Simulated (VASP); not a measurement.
Write the native input for VASP 6.6.1 that does the following.

```
Task                   : single point
Functional             : PBE
Potentials or basis    : VASP PAW PBE potentials, release 64 (Al, N)
Cutoff                 : 520 eV
k mesh                 : 9 × 9 × 1
Occupations            : gaussian, width 0.1 eV
Spin                   : no spin polarisation
Dipole correction      : yes
Further INCAR settings : ALGO = Normal; EDIFF = 1e-07; NBANDS = 15
```

The structure of Al3N lies in POSCAR:

```
Al3N
1.0
    2.8571514048      0.0000000000      0.0000000000
   -1.4285757024      2.4743656990      0.0000000000
    0.0000000000      0.0000000000     20.1016425018
Al N
3 1
Direct
    0.6666666667      0.3333333333      0.1989887145
    0.3333333333      0.6666666667      0.3134533094
    0.0000000000      0.0000000000      0.4279074459
    0.0000000000      0.1666666667      0.5150684596
```

The input as run:

INCAR

```
ALGO = Normal
DIPOL = 0.5 0.5 0.364
EDIFF = 1E-7
ENCUT = 520
GGA = PE
IDIPOL = 3
ISIF = 2
ISMEAR = 0
LASPH = T
LCHARG = F
LDIPOL = T
LREAL = F
LWAVE = F
NBANDS = 15
NELM = 60
PREC = Accurate
SIGMA = 0.1
```

KPOINTS

```
k-points
0
Gamma
  9 9 1
```

Potentials or basis: VASP PAW PBE potentials, release 64 (Al, N).

Command:

```console
$ cat potpaw_PBE.64/Al/POTCAR potpaw_PBE.64/N/POTCAR > POTCAR
$ mpirun -np 1 vasp_std > vasp.out
```

Results of the run:

```json
{"Largest force": "0.669 eV/Å", "Band gap on the k mesh": "zero (band 7 reaches 0.31 eV, above the bottom of band 8 at -1.63 eV)"}
```

It took 88 s on 1 thread of Intel(R) Xeon(R) 6975P-C (Granite Rapids), with other jobs on the host, peak memory 0.3 GiB.
